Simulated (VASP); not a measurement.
# CaOsC2 (P6_3mc) in VASP: notebook, part 2 of 2

VASP 6.6.1. Earlier steps stand in the parts before.

## Step 3: Relaxation of cell and atoms, PBE

This run uses another cell than the first one, of 17.91 Å³/atom.

The input, INCAR:

```
PREC = Accurate ; ENCUT = 600
EDIFF = 1E-7 ; ISMEAR = 0
SIGMA = 0.1 ; LREAL = False
LASPH = True ; NELM = 60
ALGO = Normal ; ISIF = 3
LWAVE = False ; LCHARG = False
GGA = PE ; IBRION = 2
NSW = 90 ; EDIFFG = -0.04
```

The input, KPOINTS:

```
regular mesh
0
Gamma
  6 6 2
```

The input, POSCAR:

```
CaOsC2
1.0
    3.6124688200      0.0000000000      0.0000000000
   -1.8062344100      3.1284897700      0.0000000000
    0.0000000000      0.0000000000     12.6789377400
Ca Os C
2 2 4
Direct
    0.3333333300      0.6666666700      0.3951216300
    0.6666666700      0.3333333300      0.8951216300
    0.0000000000      0.0000000000      0.1568349100
    0.0000000000      0.0000000000      0.6568349100
    0.0000000000      0.0000000000      0.0000000000
    0.3333333300      0.6666666700      0.2000343100
    0.0000000000      0.0000000000      0.5000000000
    0.6666666700      0.3333333300      0.7000343100
```

Potentials or basis: VASP PAW PBE potentials, release 64 (Ca_sv, Os, C).

The run is started by

```sh
$ cat potpaw_PBE.64/Ca_sv/POTCAR potpaw_PBE.64/Os/POTCAR potpaw_PBE.64/C/POTCAR > POTCAR
$ mpirun -np 1 vasp_std > vasp.out
```

OUTCAR:

```text
PREC = Accurate
   ENCUT = 600
   EDIFF = 1E-7
   ISMEAR = 0
   LREAL = False
   LASPH = True
   NELM = 60
   ISIF = 3
   GGA = PE
   IBRION = 2
   NSW = 90
   EDIFFG = -0.04

 ion  position               nearest neighbor table
   1  0.333  0.667  0.395-   6 2.47   7 2.47   7 2.47   7 2.47
   2  0.667  0.333  0.895-   8 2.47   5 2.47   5 2.47   5 2.47
   3  0.000  0.000  0.157-   5 1.99   6 2.16   6 2.16   6 2.16
   4  0.000  0.000  0.657-   7 1.99   8 2.16   8 2.16   8 2.16
   5  0.000  0.000  0.000-   3 1.99   2 2.47   2 2.47   2 2.47
   6  0.333  0.667  0.200-   3 2.16   3 2.16   3 2.16   1 2.47
   7  0.000  0.000  0.500-   4 1.99   1 2.47   1 2.47   1 2.47
   8  0.667  0.333  0.700-   4 2.16   4 2.16   4 2.16   2 2.47

  LATTYP: Found a hexagonal cell.
 ALAT       =     3.6124688200
 C/A-ratio  =     3.5097708442

  Lattice vectors:
[... 787 lines left out ...]
  free  energy   TOTEN  =       -56.6303987522 eV

  energy  without entropy=      -56.5982469494  energy(sigma->0) =      -56.61432285

[... ionic steps 4 to 12 ...]

--------------------------------------- Ionic step       13  -------------------------------------------

 number of electron      52.0000003 magnetization

------------------------ aborting loop because EDIFF is reached ----------------------------------------
[... 79 lines left out ...]
--------------------------------------- Ionic step       15  -------------------------------------------

 number of electron      52.0000003 magnetization

 Free energy of the ion-electron system (eV)
  ---------------------------------------------------
  ext. energy  EPLUGINS =         0.00000000
  ---------------------------------------------------
  free energy    TOTEN  =       -57.47511082 eV

  energy without entropy =      -57.45620932  energy(sigma->0) =      -57.46566007

 E-fermi :   4.8101     XC(G=0): -10.4713

 val. band max:        4.7349434419   @ k =   0.5000   0.0000   0.0000
 cond. band min:       4.8594309929   @ k =   0.5000   0.0000   0.5000
 fundamental gap:      0.1244875510
 Fermi energy:         4.8101135540

 k-point     1 :       0.0000    0.0000    0.0000
  band No.  band energies     occupation
      1     -35.8052      2.00000
      2     -35.8052      2.00000
      3     -16.8813      2.00000
      4     -16.8739      2.00000
      5     -16.7283      2.00000
      6     -16.7283      2.00000
[... 500 lines left out ...]
  FREE ENERGIE OF THE ION-ELECTRON SYSTEM (eV)
  ---------------------------------------------------
  free  energy   TOTEN  =       -57.4751108162 eV

  energy  without entropy=      -57.4562093152  energy(sigma->0) =      -57.46566007

 reached required accuracy - stopping structural energy minimisation
```

CONTCAR:

```text
CaOsC2
   1.00000000000000
     3.4299492475132536   -0.0000000000000000   -0.0000000000000000
    -1.7149746237566268    2.9704231833138550    0.0000000000000000
    -0.0000000000000000    0.0000000000000000   12.4090573013379153
  Ca              Os              C
     2     2     4
Direct
     0.3333333300000021    0.6666666699999979    0.3969780140915750
     0.6666666699999979    0.3333333300000021    0.8969780140915751
     1.0000000000000000    0.0000000000000000    0.1551379932321404
     0.0000000000000000    1.0000000000000000    0.6551379932321405
     1.0000000000000000    0.0000000000000000    0.0090167191040016
     0.3333333300000021    0.6666666699999979    0.1908581235722814
     0.0000000000000000    0.0000000000000000    0.5090167191040016
     0.6666666699999979    0.3333333300000021    0.6908581235722817

  0.00000000E+00  0.00000000E+00  0.00000000E+00
  0.00000000E+00  0.00000000E+00  0.00000000E+00
  0.00000000E+00  0.00000000E+00  0.00000000E+00
  0.00000000E+00  0.00000000E+00  0.00000000E+00
  0.00000000E+00  0.00000000E+00  0.00000000E+00
  0.00000000E+00  0.00000000E+00  0.00000000E+00
  0.00000000E+00  0.00000000E+00  0.00000000E+00
  0.00000000E+00  0.00000000E+00  0.00000000E+00
```

Wall time 31 min (1 thread of Oxide Virtual Turin-like, shared host); peak memory 0.33 GiB.

Results:

| Item | Value |
| --- | --- |
| Free energy | -57.4751 eV |
| Relaxed volume | 15.80 Å³/atom |
| Relaxed cell | a = 3.430 Å, b = 3.430 Å, c = 12.409 Å, α = 90.00°, β = 90.00°, γ = 120.00° |
| Space group after relaxing (to 0.1 Å) | P6_3mc (No. 186) |
| Pressure after relaxing | -0.2 GPa |
| Largest force after relaxing | 0.017 eV/Å |
| Band gap on the k mesh | zero (bands 26 and 27 overlap by 1.01 eV) |

Forces on the atoms (eV/Å):
```
Ca   0.000  0.000 -0.017
Ca   0.000  0.000 -0.017
Os   0.000  0.000 -0.004
Os   0.000  0.000 -0.004
C    0.000  0.000  0.011
C    0.000  0.000  0.010
C    0.000  0.000  0.011
C    0.000  0.000  0.010
```

Final structure:
```
Ca Os C
1.0
     3.42995    0.00000    0.00000
    -1.71497    2.97042    0.00000
     0.00000    0.00000   12.40906
Ca Os C
2 2 4
Direct
  0.33333 0.66667 0.39698
  0.66667 0.33333 0.89698
  0.00000 0.00000 0.15514
  0.00000 0.00000 0.65514
  0.00000 0.00000 0.00902
  0.33333 0.66667 0.19086
  0.00000 0.00000 0.50902
  0.66667 0.33333 0.69086
```

Levels at points of the mesh, in eV from the Fermi level:
| k point | band 22 | band 23 | band 24 | band 25 | band 26 | band 27 | band 28 | band 29 | band 30 | band 31 |
| --- | --- | --- | --- | --- | --- | --- | --- | --- | --- | --- |
| (0.00, 0.00, 0.00) | -3.05 | -3.02 | -3.02 | 0.65 | 0.65 | 0.78 | 0.78 | 1.27 | 1.56 | 3.59 |
| (0.50, 0.00, 0.00) | -2.65 | -2.42 | -2.02 | -0.56 | -0.26 | -0.12 | -0.08 | 0.06 | 0.19 | 1.73 |
| (0.00, 0.00, 0.50) | -3.04 | -3.04 | -3.04 | 0.71 | 0.71 | 0.71 | 0.71 | 1.38 | 1.38 | 4.03 |
| (0.50, 0.00, 0.50) | -2.66 | -2.23 | -2.23 | -0.29 | -0.29 | -0.13 | -0.13 | 0.05 | 0.05 | 1.77 |

Caveat: spin-orbit coupling is left out, which moves the levels of the heavy elements.

The gap in the log of VASP goes by the Fermi energy; the results here count the filled bands.